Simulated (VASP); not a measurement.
Wanted: the native input for a VASP 6.6.1 run.

```yaml
Task: single point
Functional: LDA
Potentials_or_basis: VASP PAW LDA potentials, release 64 (Cl, Se, Li_sv)
Cutoff: 520 eV
k_mesh: 4 × 4 × 4
Occupations: methfessel-paxton, width 0.01 eV
Spin: no spin polarisation
Dipole_correction: no
Further_INCAR_settings: ALGO = Normal; EDIFF = 1e-07; NBANDS = 19
```

The structure of Li3SeCl lies in POSCAR:

```
Li3SeCl
1.0
    4.6994181762      0.0000000000      0.0000000000
    0.0000000000      4.6994181762      0.0000000000
    0.0000000000      0.0000000000      4.6994181762
Cl Se Li
1 1 3
Direct
    0.0000000000      0.0000000000      0.0000000000
    0.5000000000      0.5000000000      0.5000000000
    0.5000000000      0.5000000000      0.0000000000
    0.0000000000      0.5000000000      0.5000000000
    0.5000000000      0.0000000000      0.5000000000
```

One way to write it, as run:

INCAR

```
  PREC = Accurate
  ENCUT = 520
  EDIFF = 1E-7
  ISMEAR = 1
  SIGMA = 0.01
  LREAL = False
  LASPH = True
  NELM = 80
  ALGO = Normal
  ISIF = 2
  LWAVE = False
  LCHARG = True
  GGA = CA
  LELF = True
  LVHAR = True
  NBANDS = 19
```

KPOINTS

```
regular mesh
0
Gamma
  4 4 4
```

Potentials or basis: VASP PAW LDA potentials, release 64 (Cl, Se, Li_sv).

The run is started by

```bash
$ cat potpaw_LDA.64/Cl/POTCAR potpaw_LDA.64/Se/POTCAR potpaw_LDA.64/Li_sv/POTCAR > POTCAR
$ mpirun -np 1 vasp_std > vasp.out
```

Results of the run:

```json
{"Band gap on the k mesh": "3.54 eV (least direct gap 3.65 eV)"}
```

It took 19 s on 1 thread of Intel(R) Xeon(R) Platinum 8259CL CPU @ 2.50GHz (Skylake/Cascade Lake) (shared host), peak memory 0.18 GiB.
